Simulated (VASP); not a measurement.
# BaTiO3 (R3m) in VASP: notebook, part 2 of 2

VASP 6.6.1.

## 3. Single point, r2SCAN

Input file POSCAR:

```
BaTiO3
1.0
    3.9711257500      0.0000000000      0.0000000000
    0.0111587500      3.9711059100      0.0000000000
    0.0111587500      0.0111289900      3.9710959900
Ba Ti O
1 1 3
Direct
    0.0000000000      0.0000000000      0.0000000000
    0.4872000000      0.4872000000      0.4872000000
    0.5109000000      0.5109000000      0.0193000000
    0.0193000000      0.5109000000      0.5109000000
    0.5109000000      0.0193000000      0.5109000000
```

Input file INCAR.step1:

```
  PREC = Accurate
  ENCUT = 520
  ISMEAR = -1
  SIGMA = 0.1
  LREAL = False
  LASPH = True
  NELM = 100
  NBANDS = 28
  ISYM = 0
  GGA = PE
  ALGO = Normal
  EDIFF = 1E-4
  LWAVE = True
  LCHARG = False
```

Input file INCAR.step2:

```
  PREC = Accurate
  ENCUT = 520
  EDIFF = 1E-6
  ISMEAR = -1
  SIGMA = 0.1
  LREAL = False
  LASPH = True
  NELM = 100
  ALGO = Normal
  ISIF = 2
  LWAVE = False
  LCHARG = False
  METAGGA = R2SCAN
  LMIXTAU = True
  NBANDS = 28
  ISYM = 0
  ISTART = 1
```

Input file KPOINTS:

```
Automatic mesh
0
Gamma
  5 5 5
```

Potentials or basis: VASP PAW PBE potentials, release 64 (Ba_sv, Ti_sv, O).

On the command line:

```console
cat potpaw_PBE.64/Ba_sv/POTCAR potpaw_PBE.64/Ti_sv/POTCAR potpaw_PBE.64/O/POTCAR > POTCAR
cp INCAR.step1 INCAR
mpirun -np 1 vasp_std > vasp.out
cp INCAR.step2 INCAR
mpirun -np 1 vasp_std > vasp.out
```

OUTCAR:

```text
PREC = Accurate
   ENCUT = 520
   EDIFF = 1E-6
   ISMEAR = -1
   LREAL = False
   LASPH = True
   NELM = 100
   ISIF = 2
   METAGGA = R2SCAN
   ISYM = 0
   ISTART = 1

 ion  position               nearest neighbor table
   1  0.000  0.000  0.000-   3 2.75   4 2.75   5 2.75   4 2.81   3 2.81   3 2.81   4 2.81   5 2.81
                             5 2.81   3 2.87   4 2.87   5 2.87   2 3.36   2 3.41   2 3.41   2 3.41
   2  0.487  0.487  0.487-   5 1.86   4 1.86   3 1.86   5 2.12   4 2.12   3 2.12   1 3.36   1 3.41
                             1 3.41   1 3.41   1 3.47   1 3.47   1 3.47   1 3.54
   3  0.511  0.511  0.019-   2 1.86   2 2.12   1 2.75   1 2.81   1 2.81   1 2.87
   4  0.019  0.511  0.511-   2 1.86   2 2.12   1 2.75   1 2.81   1 2.81   1 2.87
   5  0.511  0.019  0.511-   2 1.86   2 2.12   1 2.75   1 2.81   1 2.81   1 2.87

IMPORTANT INFORMATION: All symmetrisations will be switched off!
NOSYMM: (Re-)initialisation of all symmetry stuff for point group C_1.

----------------------------------------------------------------------------------------

                                     Primitive cell

  volume of cell :      62.6232

  direct lattice vectors                    reciprocal lattice vectors
     3.971125750  0.000000000  0.000000000     0.251817762 -0.000707604 -0.000705623
     0.011158750  3.971105910  0.000000000     0.000000000  0.251819020 -0.000705722
     0.011158750  0.011128990  3.971095990     0.000000000  0.000000000  0.251819649

  length of vectors
     3.971125750  3.971121588  3.971127262     0.251819745  0.251820009  0.251819649

  position of ions in fractional coordinates (direct lattice)
     0.000000000  0.000000000  0.000000000
     0.487200000  0.487200000  0.487200000
     0.510900000  0.510900000  0.019300000
     0.019300000  0.510900000  0.510900000
     0.510900000  0.019300000  0.510900000

  ion indices of the primitive-cell ions
   primitive index   ion index
                 1           1
                 2           2
                 3           3
[... 94 lines left out ...]
     AMIX_MAG =   1.60;   BMIX_MAG =  1.00
  volume/ion in A,a.u.               =      12.52        84.52
  Fermi-wavevector in a.u.,A,eV,Ry     =   1.409883  2.664292 27.045244  1.987769
  Thomas-Fermi vector in A             =   2.531893
   LORBIT       =      0    0 simple, 1 ext, 2 COOP (PROOUT), +10 PAW based schemes
   METAGGA = R2SCAN    functional components
   LHFCALC =     F    Hartree Fock is set to
   AEXX    =    0.0000 exact exchange contribution
   IVDW    =     0    specifies the selected vdW correction
   LEPSILON=     F    determine dielectric tensor
   LRPA    =     F    only Hartree local field effects (RPA)
 non-spin polarized calculation
  energy-cutoff  :      520.00
  volume of cell :       62.62
 maximum number of plane-waves:      1743
 NGX is ok and might be reduce to    30
   NGX = 15   NGY = 15   NGZ = 15

 number of electron      40.0000001 magnetization

 Free energy of the ion-electron system (eV)
  ---------------------------------------------------
  ext. energy  EPLUGINS =         0.00000000
  ---------------------------------------------------
  free energy    TOTEN  =       -74.19221706 eV

  energy without entropy =      -74.19221677  energy(sigma->0) =      -74.19221692

 E-fermi :   5.0747     XC(G=0): -12.0363

 val. band max:        3.5344434474   @ k =   0.4000   0.4000   0.4000
 cond. band min:       6.4764384414   @ k =   0.0000   0.0000   0.0000
 fundamental gap:      2.9419949940
 Fermi energy:         5.0746907778

 k-point     1 :       0.0000    0.0000    0.0000
  band No.  band energies     occupation
      1     -54.7519      2.00000
      2     -29.9727      2.00000
      3     -29.9727      2.00000
      4     -29.9649      2.00000
      5     -21.7494      2.00000
      6     -14.1900      2.00000
[... 733 lines left out ...]
     27      10.8601      0.00000
     28      13.1111      0.00000

 [... further k-points ...]

------------------------ aborting loop because EDIFF is reached ----------------------------------------

  FORCE on cell =-STRESS in cart. coord.  units (eV):
  Direction    XX          YY          ZZ          XY          YZ          ZX
  --------------------------------------------------------------------------------------
  -------------------------------------------------------------------------------------
  Total        3.4124233      3.4127914      3.4130119     -0.0622255     -0.0619153     -0.0620523
  in kB       87.3047738     87.3141914     87.3198329     -1.5920016     -1.5840645     -1.5875708
  external PRESSURE =      87.3129327 kB  Pullay stress =       0.0000000 kB

 VOLUME and BASIS-vectors are now :
 -----------------------------------------------------------------------------
  energy-cutoff  :      520.00
  volume of cell :       62.62
      direct lattice vectors                 reciprocal lattice vectors
     3.971125750  0.000000000  0.000000000     0.251817762 -0.000707604 -0.000705623
     0.011158750  3.971105910  0.000000000     0.000000000  0.251819020 -0.000705722
     0.011158750  0.011128990  3.971095990     0.000000000  0.000000000  0.251819649

 POSITION                                       TOTAL-FORCE (eV/Angst)
 -----------------------------------------------------------------------------------
      0.00000      0.00000      0.00000         0.013401      0.013363      0.013325
      1.94561      1.94014      1.93472         0.245417      0.244705      0.244050
      2.03476      2.02905      0.07664         0.018004      0.017955     -0.294929
      0.08804      2.03452      2.02883        -0.294824      0.018837      0.018773
      2.03476      0.08233      2.02883         0.018002     -0.294860      0.018781
 -----------------------------------------------------------------------------------
    total drift:                                0.002165      0.002147      0.002151

  FREE ENERGIE OF THE ION-ELECTRON SYSTEM (eV)
  ---------------------------------------------------
  free  energy   TOTEN  =       -74.1922170649 eV

  energy  without entropy=      -74.1922167672  energy(sigma->0) =      -74.19221692
```

OUTCAR.step1:

```text
PREC = Accurate
   ENCUT = 520
   ISMEAR = -1
   LREAL = False
   LASPH = True
   NELM = 100
[... 940 lines left out ...]
      2.03476      2.02905      0.07664         0.044803      0.044704     -0.309388
      0.08804      2.03452      2.02883        -0.309134      0.045703      0.045567
      2.03476      0.08233      2.02883         0.044822     -0.309329      0.045574
 -----------------------------------------------------------------------------------
    total drift:                                0.000218      0.000060      0.000073

  FREE ENERGIE OF THE ION-ELECTRON SYSTEM (eV)
  ---------------------------------------------------
  free  energy   TOTEN  =       -39.9014531066 eV

  energy  without entropy=      -39.9014511595  energy(sigma->0) =      -39.90145213
```

It took 5.6 min on 1 thread of AMD EPYC 9R45 (Zen 5), shared host; peak memory 0.21 GiB.

What came out:

```yaml
Free_energy: -74.1922 eV
Pressure: 8.7 GPa
Largest_force: 0.424 eV/Å
Band_gap_on_the_k_mesh: 2.94 eV, indirect (least direct gap 3.20 eV)
```

Forces on the atoms (eV/Å):
```
Ba   0.013  0.013  0.013
Ti   0.245  0.245  0.244
O    0.018  0.018 -0.295
O   -0.295  0.019  0.019
O    0.018 -0.295  0.019
```

Caveat: the PAW data sets were made with another functional, which shifts forces and pressure a little; spin-orbit coupling is left out, which moves the levels of the heavy elements. r2SCAN opens gaps a little over a GGA but as a rule still falls short of measured ones.
